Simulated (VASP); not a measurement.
# SrCl2 (Fm-3m) in VASP: notebook

SrCl2 is run at these levels: LDA; tasks: electric field gradients.

Program: VASP 6.6.1. These are calculated values, not measurements. Logs are shortened: lines on timing, memory, paths and dates and some standing lists are left out, and cuts for length are marked.

**1. The cell of the first run**

The structure is cubic, space group Fm-3m (No. 225). The conventional cell has a = 6.924 Å, b = 6.924 Å, c = 6.924 Å, α = 90.00°, β = 90.00°, γ = 90.00°. Within 3.9 Å of Sr (site symmetry m-3m) lie 8 Cl at 3.00 Å. Within 3.9 Å of Cl (site symmetry -43m) lie 4 Sr at 3.00 Å and 6 Cl at 3.46 Å.

**2. Electric field gradients, LDA (27.66 Å³/atom)**

The input, INCAR:

```
PREC = Accurate
ENCUT = 520
EDIFF = 1E-8
ISMEAR = -1
SIGMA = 0.01
LREAL = F
LASPH = T
NELM = 100
ALGO = Normal
ISIF = 2
LWAVE = F
LCHARG = F
GGA = CA
LEFG = T
NBANDS = 19
```

The input, KPOINTS:

```
Automatic mesh
0
Gamma
  8 8 8
```

The input, POSCAR:

```
SrCl2
1.0
    0.0000000000      3.4621066777      3.4621066777
    3.4621066777      0.0000000000      3.4621066777
    3.4621066777      3.4621066777      0.0000000000
Sr Cl
1 2
Direct
    0.0000000000      0.0000000000      0.0000000000
    0.2500000000      0.2500000000      0.2500000000
    0.7500000000      0.7500000000      0.7500000000
```

Potentials or basis: VASP PAW LDA potentials, release 64 (Sr_sv, Cl).

Started as:

```
$ cat potpaw_LDA.64/Sr_sv/POTCAR potpaw_LDA.64/Cl/POTCAR > POTCAR
$ mpirun -np 1 vasp_std > vasp.out
```

OUTCAR:

```text
PREC = Accurate
   ENCUT = 520
   EDIFF = 1E-8
   ISMEAR = -1
   LREAL = F
   LASPH = T
   NELM = 100
   ISIF = 2
   GGA = CA

 ion  position               nearest neighbor table
   1  0.000  0.000  0.000-   2 3.00   3 3.00   3 3.00   3 3.00   3 3.00   2 3.00   2 3.00   2 3.00

   2  0.250  0.250  0.250-   1 3.00   1 3.00   1 3.00   1 3.00
   3  0.750  0.750  0.750-   1 3.00   1 3.00   1 3.00   1 3.00

  LATTYP: Found a face centered cubic cell.
 ALAT       =     6.9242133554

  Lattice vectors:

 A1 = (   0.0000000000,   3.4621066777,   3.4621066777)
 A2 = (   3.4621066777,   0.0000000000,   3.4621066777)
 A3 = (   3.4621066777,   3.4621066777,   0.0000000000)

Analysis of symmetry for initial positions (statically):
=====================================================================
 Subroutine PRICEL returns:
 Original cell was already a primitive cell.

 Routine SETGRP: Setting up the symmetry group for a
 face centered cubic supercell.

 Subroutine GETGRP returns: Found 48 space group operations
 (whereof 48 operations were pure point group operations)
 out of a pool of 48 trial point group operations.

The static configuration has the point symmetry O_h .

Analysis of symmetry for dynamics (positions and initial velocities):
=====================================================================
 Subroutine PRICEL returns:
 Original cell was already a primitive cell.

 Routine SETGRP: Setting up the symmetry group for a
 face centered cubic supercell.

 Subroutine GETGRP returns: Found 48 space group operations
 (whereof 48 operations were pure point group operations)
 out of a pool of 48 trial point group operations.

The dynamic configuration has the point symmetry O_h .

 Subroutine INISYM returns: Found 48 space group operations
 (whereof 48 operations are pure point group operations),
 and found     1 'primitive' translations

----------------------------------------------------------------------------------------

                                     Primitive cell

  volume of cell :      82.9949

  direct lattice vectors                    reciprocal lattice vectors
     0.000000000  3.462106678  3.462106678    -0.144420738  0.144420738  0.144420738
     3.462106678  0.000000000  3.462106678     0.144420738 -0.144420738  0.144420738
     3.462106678  3.462106678  0.000000000     0.144420738  0.144420738 -0.144420738

  length of vectors
     4.896158218  4.896158218  4.896158218     0.250144055  0.250144055  0.250144055

  position of ions in fractional coordinates (direct lattice)
     0.000000000  0.000000000  0.000000000
     0.250000000  0.250000000  0.250000000
     0.750000000  0.750000000  0.750000000

  ion indices of the primitive-cell ions
   primitive index   ion index
                 1           1
                 2           2
                 3           3

----------------------------------------------------------------------------------------

 KPOINTS: Automatic mesh

Automatic generation of k-mesh.
 Grid dimensions read from file:
 generate k-points for:    8    8    8

 Generating k-lattice:

  Cartesian coordinates                     Fractional coordinates (reciprocal lattice)
    -0.018052592  0.018052592  0.018052592     0.125000000  0.000000000  0.000000000
     0.018052592 -0.018052592  0.018052592     0.000000000  0.125000000  0.000000000
     0.018052592  0.018052592 -0.018052592     0.000000000  0.000000000  0.125000000

  Length of vectors
     0.031268007  0.031268007  0.031268007

  Shift w.r.t. Gamma in fractional coordinates (k-lattice)
     0.000000000  0.000000000  0.000000000

 Subroutine IBZKPT returns following result:
 ===========================================

 Found     29 irreducible k-points:

 Following reciprocal coordinates:
            Coordinates               Weight
  0.000000  0.000000  0.000000      1.000000
  0.125000  0.000000  0.000000      8.000000
  0.250000  0.000000  0.000000      8.000000
  0.375000  0.000000  0.000000      8.000000
  0.500000  0.000000  0.000000      4.000000
  0.125000  0.125000  0.000000      6.000000
[... 16 lines left out ...]
  0.500000  0.250000  0.125000     48.000000
 -0.375000  0.250000  0.125000     24.000000
 [... further k-points ...]
   k-points           NKPTS =     29   k-points in BZ     NKDIM =     29   number of bands    NBANDS=     19
   number of dos      NEDOS =    301   number of ions     NIONS =      3
   total plane-waves  NPLWV =  46656
   dimension x,y,z NGX =    36 NGY =   36 NGZ =   36
   dimension x,y,z NGXF=    72 NGYF=   72 NGZF=   72
   ions per type =               1   2
   NGX,Y,Z   is equivalent  to a cutoff of  12.22, 12.22, 12.22 a.u.
   NGXF,Y,Z  is equivalent  to a cutoff of  24.45, 24.45, 24.45 a.u.
 SYSTEM =  unknown system
   PREC   = accura    normal or accurate (medium, high low for compatibility)
   ISTART =      0    job   : 0-new  1-cont  2-samecut
   ICHARG =      2    charge: 1-file 2-atom 10-const
   ISPIN  =      1    spin polarized calculation?
   LNONCOLLINEAR =      F non collinear calculations
   LSORBIT =      F    spin-orbit coupling
   LASPH  =      T    aspherical Exc in radial PAW
   ENCUT  =  520.0 eV  38.22 Ry    6.18 a.u.   9.10  9.10  9.10*2*pi/ulx,y,z
   NELM   =    100;   NELMIN=  2; NELMDL= -5     # of ELM steps
   EDIFF  = 0.1E-07   stopping-criterion for ELM
   LREAL  =      F    real-space projection
   EDIFFG = 0.1E-06   stopping-criterion for IOM
   NSW    =      0    number of steps for IOM
   IBRION =     -1    ionic relax: 0-MD 1-quasi-New 2-CG
   NFREE  =      0    steps in history (QN), initial steepest desc. (CG)
   ISIF   =      2    stress and relaxation
   ISYM   =      2    0-nonsym 1-usesym 2-fastsym
   POTIM  = 0.5000    time-step for ionic-motion
   TEBEG  =    0.0;   TEEND  =   0.0 temperature during run
   PSTRESS=    0.0 pullay stress
   NELECT =      24.0000    total number of electrons
   NUPDOWN=      -1.0000    fix difference up-down
   EMIN   =  10.00;   EMAX   =-10.00  energy-range for DOS
   EFERMI =   0.00;   METHOD = LEGACY
   ISMEAR =    -1;   SIGMA  =   0.01  broadening in eV -4-tet -1-fermi 0-gaus
   EFERMI_NEDOS =   21; number of points for ismear=-14 and -15
   IALGO  =     38    algorithm
   IMIX   =      4    mixing-type and parameters
     AMIX     =   0.40;   BMIX     =  1.00
     AMIX_MAG =   1.60;   BMIX_MAG =  1.00
  volume/ion in A,a.u.               =      27.66       186.69
  Fermi-wavevector in a.u.,A,eV,Ry     =   1.082584  2.045786 15.945856  1.171987
  Thomas-Fermi vector in A             =   2.218629
   LORBIT       =      0    0 simple, 1 ext, 2 COOP (PROOUT), +10 PAW based schemes
   GGA     = CA    functional components
   LHFCALC =     F    Hartree Fock is set to
   AEXX    =    0.0000 exact exchange contribution
   IVDW    =     0    specifies the selected vdW correction
   LEPSILON=     F    determine dielectric tensor
   LRPA    =     F    only Hartree local field effects (RPA)
 non-spin polarized calculation
  energy-cutoff  :      520.00
  volume of cell :       82.99
 maximum number of plane-waves:      2252
   NGX = 19   NGY = 19   NGZ = 19

 number of electron      24.0000002 magnetization

 Free energy of the ion-electron system (eV)
  ---------------------------------------------------
  ext. energy  EPLUGINS =         0.00000000
  ---------------------------------------------------
  free energy    TOTEN  =       -14.05309378 eV

  energy without entropy =      -14.05309378  energy(sigma->0) =      -14.05309378

 E-fermi :   0.3795     XC(G=0):  -8.8960

 val. band max:        0.1146742941   @ k =   0.5000   0.5000   0.0000
 cond. band min:       5.0852915777   @ k =   0.0000   0.0000   0.0000
 fundamental gap:      4.9706172835
 Fermi energy:         0.3794660008

 k-point     1 :       0.0000    0.0000    0.0000
  band No.  band energies     occupation
      1     -32.5110      2.00000
      2     -14.6231      2.00000
      3     -14.6231      2.00000
      4     -14.6231      2.00000
      5     -13.1942      2.00000
      6     -12.2626      2.00000
[... 11 lines left out ...]
     18       8.8560      0.00000
     19       9.4398      0.00000

 k-point     2 :       0.1250    0.0000    0.0000
  band No.  band energies     occupation
      1     -32.5104      2.00000
      2     -14.6908      2.00000
      3     -14.6255      2.00000
      4     -14.6255      2.00000
      5     -13.0858      2.00000
      6     -12.3005      2.00000
[... 11 lines left out ...]
     18       8.7629      0.00000
     19       9.6653      0.00000

 k-point     3 :       0.2500    0.0000    0.0000
  band No.  band energies     occupation
      1     -32.5090      2.00000
      2     -14.8231      2.00000
      3     -14.6314      2.00000
      4     -14.6314      2.00000
      5     -12.8743      2.00000
      6     -12.3672      2.00000
[... 11 lines left out ...]
     18       8.6378      0.00000
     19       9.5827      0.00000

 k-point     4 :       0.3750    0.0000    0.0000
  band No.  band energies     occupation
      1     -32.5076      2.00000
      2     -14.9278      2.00000
      3     -14.6373      2.00000
      4     -14.6373      2.00000
      5     -12.7655      2.00000
      6     -12.3509      2.00000
[... 11 lines left out ...]
     18       8.6381      0.00000
     19       8.6956      0.00000

 k-point     5 :       0.5000    0.0000    0.0000
  band No.  band energies     occupation
      1     -32.5071      2.00000
      2     -14.9656      2.00000
      3     -14.6397      2.00000
      4     -14.6397      2.00000
      5     -12.7602      2.00000
      6     -12.3075      2.00000
[... 11 lines left out ...]
     18       8.6842      0.00000
     19       8.6951      0.00000
[... 334 lines left out ...]
      2     -15.0380      2.00000
      3     -14.6630      2.00000
      4     -14.6630      2.00000
      5     -12.5968      2.00000
      6     -12.3185      2.00000
[... 11 lines left out ...]
     18       8.5197      0.00000
     19       9.8698      0.00000

 k-point    22 :       0.3750    0.2500    0.1250
  band No.  band energies     occupation
      1     -32.5080      2.00000
      2     -14.8734      2.00000
      3     -14.6769      2.00000
      4     -14.6392      2.00000
      5     -12.6923      2.00000
      6     -12.4369      2.00000
[... 11 lines left out ...]
     18       8.6098      0.00000
     19       9.4499      0.00000

 k-point    23 :       0.5000    0.2500    0.1250
  band No.  band energies     occupation
      1     -32.5069      2.00000
      2     -14.9112      2.00000
      3     -14.7310      2.00000
      4     -14.6457      2.00000
      5     -12.5921      2.00000
      6     -12.4245      2.00000
[... 11 lines left out ...]
     18       8.6365      0.00000
     19       9.5516      0.00000

 k-point    24 :      -0.3750    0.2500    0.1250
  band No.  band energies     occupation
      1     -32.5064      2.00000
      2     -14.9186      2.00000
      3     -14.7595      2.00000
      4     -14.6487      2.00000
      5     -12.5949      2.00000
      6     -12.3750      2.00000
[... 11 lines left out ...]
     18       8.8765      0.00000
     19       9.2546      0.00000

 [... further k-points ...]

------------------------ aborting loop because EDIFF is reached ----------------------------------------

  FORCE on cell =-STRESS in cart. coord.  units (eV):
  Direction    XX          YY          ZZ          XY          YZ          ZX
  --------------------------------------------------------------------------------------
  -------------------------------------------------------------------------------------
  Total       -1.0256939     -1.0256939     -1.0256939      0.0000000      0.0000000      0.0000000
  in kB      -19.8005390    -19.8005390    -19.8005390      0.0000000      0.0000000      0.0000000
  external PRESSURE =     -19.8005390 kB  Pullay stress =       0.0000000 kB

 VOLUME and BASIS-vectors are now :
 -----------------------------------------------------------------------------
  energy-cutoff  :      520.00
  volume of cell :       82.99
      direct lattice vectors                 reciprocal lattice vectors
     0.000000000  3.462106678  3.462106678    -0.144420738  0.144420738  0.144420738
     3.462106678  0.000000000  3.462106678     0.144420738 -0.144420738  0.144420738
     3.462106678  3.462106678  0.000000000     0.144420738  0.144420738 -0.144420738

 POSITION                                       TOTAL-FORCE (eV/Angst)
 -----------------------------------------------------------------------------------
      0.00000      0.00000      0.00000         0.000000     -0.000000     -0.000000
      1.73105      1.73105      1.73105        -0.000000     -0.000000     -0.000000
      5.19316      5.19316      5.19316         0.000000      0.000000      0.000000
 -----------------------------------------------------------------------------------
    total drift:                                0.000000      0.000000      0.000000

  FREE ENERGIE OF THE ION-ELECTRON SYSTEM (eV)
  ---------------------------------------------------
  free  energy   TOTEN  =       -14.0530937751 eV

  energy  without entropy=      -14.0530937751  energy(sigma->0) =      -14.05309378

 Electric field gradients (V/A^2)
---------------------------------------------------------------------
 ion       V_xx      V_yy      V_zz      V_xy      V_xz      V_yz
---------------------------------------------------------------------
   1       0.000    -0.000    -0.000    -0.000    -0.000    -0.000
   2       0.000    -0.000    -0.000    -0.000    -0.000    -0.000
   3       0.000    -0.000    -0.000    -0.000    -0.000    -0.000
---------------------------------------------------------------------

 Electric field gradients after diagonalization (V/A^2)
 (convention: |V_zz| > |V_xx| > |V_yy|)
----------------------------------------------------------------------
 ion       V_xx      V_yy      V_zz     asymmetry (V_yy - V_xx)/ V_zz
----------------------------------------------------------------------
   1       0.000     0.000    -0.000       0.000
   2       0.000     0.000    -0.001       0.000
   3       0.000     0.000    -0.001       0.000
----------------------------------------------------------------------

           NMR quadrupolar parameters

 Cq : quadrupolar parameter    Cq=e*Q*V_zz/h
 eta: asymmetry parameters     (V_yy - V_xx)/ V_zz
 Q  : nuclear electric quadrupole moment in mb (millibarn)
----------------------------------------------------------------------
 ion       Cq(MHz)       eta       Q (mb)
----------------------------------------------------------------------
   1      -0.000       0.000       1.000
   2      -0.000       0.000       1.000
   3      -0.000       0.000       1.000
----------------------------------------------------------------------
```

Wall time 21 s (1 thread of Intel Xeon Platinum 8488C (Sapphire Rapids), shared host); peak memory 0.19 GiB.

Results:

* Free energy: -14.0531 eV
* Pressure: -2.0 GPa
* Band gap on the k mesh: 4.97 eV (least direct gap 5.14 eV)
* Largest electric field gradient by atom: zero within the noise of the run

Levels at points of the mesh, in eV from the valence-band top:
```csv
k point,band 9,band 10,band 11,band 12,band 13,band 14,band 15,band 16
"(0.00, 0.00, 0.00)",-2.28,-0.36,-0.36,-0.36,4.97,5.81,5.81,8.74
"(0.50, 0.00, 0.00)",-1.61,-1.42,-1.11,-1.11,6.46,6.46,7.38,7.47
"(0.50, 0.50, 0.00)",-1.98,-0.44,-0.44,0.00,5.14,6.87,7.40,7.91
```

**3. Electric field gradients, LDA**

This run uses another cell than the first one, of 28.23 Å³/atom.

The input, INCAR:

```
SYSTEM = SrCl2
PREC     = Accurate       ! precision mode
ENCUT    = 520            ! plane-wave cutoff, eV
EDIFF    = 1E-8           ! SCF threshold, eV
ISMEAR   = -1             ! smearing method
SIGMA    = 0.01           ! smearing width, eV
LREAL    = .FALSE.        ! projectors in reciprocal space
LASPH    = .TRUE.         ! aspherical terms in the spheres
NELM     = 60             ! most SCF steps
ALGO     = Normal         ! electronic algorithm
ISIF     = 2              ! what is computed and relaxed
LWAVE    = .FALSE.        ! write WAVECAR
LCHARG   = .FALSE.        ! write CHGCAR
GGA      = CA             ! functional
LEFG     = .TRUE.       
NBANDS   = 19             ! bands
```

The input, KPOINTS:

```
regular mesh
0
G
  8 8 8
  0 0 0
```

The input, POSCAR:

```
SrCl2
1.0
    0.0000000000      3.4855000000      3.4855000000
    3.4855000000      0.0000000000      3.4855000000
    3.4855000000      3.4855000000      0.0000000000
Sr Cl
1 2
Direct
    0.0000000000      0.0000000000      0.0000000000
    0.2500000000      0.2500000000      0.2500000000
    0.7500000000      0.7500000000      0.7500000000
```

Potentials or basis: VASP PAW LDA potentials, release 64 (Sr_sv, Cl).

Started as:

```
$ cat potpaw_LDA.64/Sr_sv/POTCAR potpaw_LDA.64/Cl/POTCAR > POTCAR
$ mpirun -np 1 vasp_std > vasp.out
```

OUTCAR:

```text
SYSTEM = SrCl2
   PREC = Accurate
   ENCUT = 520
   EDIFF = 1E-8
   ISMEAR = -1
   LREAL = .FALSE.
   LASPH = .TRUE.
   NELM = 60
   ISIF = 2
   GGA = CA

 ion  position               nearest neighbor table
   1  0.000  0.000  0.000-   3 3.02   3 3.02   3 3.02   2 3.02   3 3.02   2 3.02   2 3.02   2 3.02

   2  0.250  0.250  0.250-   1 3.02   1 3.02   1 3.02   1 3.02
   3  0.750  0.750  0.750-   1 3.02   1 3.02   1 3.02   1 3.02

  LATTYP: Found a face centered cubic cell.
 ALAT       =     6.9710000000

[... 748 lines left out ...]
  free  energy   TOTEN  =       -14.0290431461 eV

  energy  without entropy=      -14.0290431461  energy(sigma->0) =      -14.02904315

 Electric field gradients (V/A^2)
---------------------------------------------------------------------
 ion       V_xx      V_yy      V_zz      V_xy      V_xz      V_yz
---------------------------------------------------------------------
   1      -0.000     0.000     0.000    -0.000    -0.000    -0.000
   2       0.000    -0.000     0.000    -0.000    -0.000    -0.000
   3       0.000    -0.000     0.000    -0.000    -0.000    -0.000
---------------------------------------------------------------------

 Electric field gradients after diagonalization (V/A^2)
 (convention: |V_zz| > |V_xx| > |V_yy|)
----------------------------------------------------------------------
 ion       V_xx      V_yy      V_zz     asymmetry (V_yy - V_xx)/ V_zz
----------------------------------------------------------------------
   1       0.000     0.000    -0.000       0.000
   2       0.000     0.000    -0.001       0.000
   3       0.000     0.000    -0.001       0.000
----------------------------------------------------------------------

           NMR quadrupolar parameters

 Cq : quadrupolar parameter    Cq=e*Q*V_zz/h
 eta: asymmetry parameters     (V_yy - V_xx)/ V_zz
 Q  : nuclear electric quadrupole moment in mb (millibarn)
----------------------------------------------------------------------
 ion       Cq(MHz)       eta       Q (mb)
----------------------------------------------------------------------
   1      -0.000       0.000       1.000
   2      -0.000       0.000       1.000
   3      -0.000       0.000       1.000
----------------------------------------------------------------------
```

stdout:

```text
POSCAR found type information on POSCAR SrCl
 POSCAR found :  2 types and       3 ions
 scaLAPACK will be used
 LDA part: xc-table for (Slater(with rela. corr.)+CA(PZ))
 , standard interpolation
 POSCAR, INCAR and KPOINTS ok, starting setup
 FFT: planning ... GRIDC
 FFT: planning ... GRID_SOFT
 FFT: planning ... GRID
 WAVECAR not read
 entering main loop
ion   1

ion   2

ion   3
```

Run time: 33 s. Hardware: 1 thread of Intel Xeon Platinum 8488C (Sapphire Rapids), shared host; peak memory 0.21 GiB.

What came out:

- Free energy: -14.0290 eV
- Pressure: -2.7 GPa
- Band gap on the k mesh: 4.89 eV (least direct gap 5.15 eV)
- Largest electric field gradient by atom: zero within the noise of the run

Levels at points of the mesh, in eV from the valence-band top:
```tsv
k point	band 10	band 11	band 12	band 13	band 14	band 15
(0.00, 0.00, 0.00)	-0.35	-0.35	-0.35	4.89	5.82	5.82
(0.50, 0.00, 0.00)	-1.38	-1.08	-1.08	6.44	6.44	7.30
(0.50, 0.50, 0.00)	-0.42	-0.42	0.00	5.15	6.81	7.36
```

A k mesh can miss the band edges.

[end of part 1 of 2]
